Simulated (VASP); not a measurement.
ZrC:

```
Zr C
1.0
     0.00000    2.25424    2.25424
     2.25424    0.00000    2.25424
     2.25424    2.25424    0.00000
Zr C
1 1
Direct
  0.00000 0.00000 0.00000
  0.50000 0.50000 0.50000
```

| Item | Value |
| --- | --- |
| Program | VASP 6.6.1 |
| Task | relaxation of cell and atoms |
| Functional | r2SCAN |
| Potentials or basis | VASP PAW PBE potentials, release 64 (Zr_sv, C) |
| Cutoff | 660 eV |
| k mesh | 8 × 8 × 8 |
| Occupations | gaussian, width 0.1 eV |
| Spin | no spin polarisation |

At the start: pressure 39.6 GPa; volume 11.46 Å³/atom.

Problem. How do energy, volume and symmetry change on relaxing?

Solution. Over 4 steps the energy falls by 179.6 meV/atom and the volume is 13.10 Å³/atom (+14.3 %); space group Fm-3m (No. 225, to 0.05 Å).

Step by step:
| step | energy change (eV) | largest force (eV/Å) | pressure (GPa) | volume (Å³) |
| --- | --- | --- | --- | --- |
| 1 | 0.0000 | 0.0000 | 39.58 | 22.91 |
| 2 | 0.6398 | 0.0000 | -34.59 | 33.63 |
| 3 | -0.3573 | 0.0000 | -2.29 | 26.42 |
| 4 | -0.3592 | 0.0000 | -0.33 | 26.19 |

Final structure:
```xyz
2
Lattice="0.0000 2.3572 2.3572 2.3572 0.0000 2.3572 2.3572 2.3572 0.0000" Properties=species:S:1:pos:R:3 pbc="T T T"
Zr    0.0000    0.0000    0.0000
C     2.3572    2.3572    2.3572
```

Caveat: the PAW data sets were made with another functional, which shifts forces and pressure a little.
